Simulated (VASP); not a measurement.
A run of VASP 6.6.1:

Contents of INCAR:

```
ALGO = Normal
EDIFF = 1E-6
ENCUT = 750
GGA = PE
GGA_COMPAT = False
ISIF = 2
ISMEAR = 0
LASPH = True
LCHARG = False
LREAL = False
LWAVE = False
NBANDS = 13
NELM = 120
PREC = Accurate
SIGMA = 0.02
```

The input KPOINTS:

```
k-points
0
Gamma
  6 6 6
```

File POSCAR:

```
Li2S
1.0
    0.0000000000      2.8426698298      2.8426698298
    2.8426698298      0.0000000000      2.8426698298
    2.8426698298      2.8426698298      0.0000000000
S Li
1 2
Direct
    0.0000000000      0.0000000000      0.0000000000
    0.2500000000      0.2500000000      0.2500000000
    0.7500000000      0.7500000000      0.7500000000
```

Potentials or basis: VASP PAW PBE potentials, release 64 (S, Li_sv).

Run with:

```console
$ cat potpaw_PBE.64/S/POTCAR potpaw_PBE.64/Li_sv/POTCAR > POTCAR
$ mpirun -np 1 vasp_std > vasp.out
```

Hardware: 1 thread of AMD EPYC 9R45 (Zen 5), on a shared host.

Q: Estimate the wall time of this run.

A: It took 19 s on 1 thread of AMD EPYC 9R45 (Zen 5), on a shared host, peak memory 0.16 GiB. Counts: scf iterations 14, k points 16.
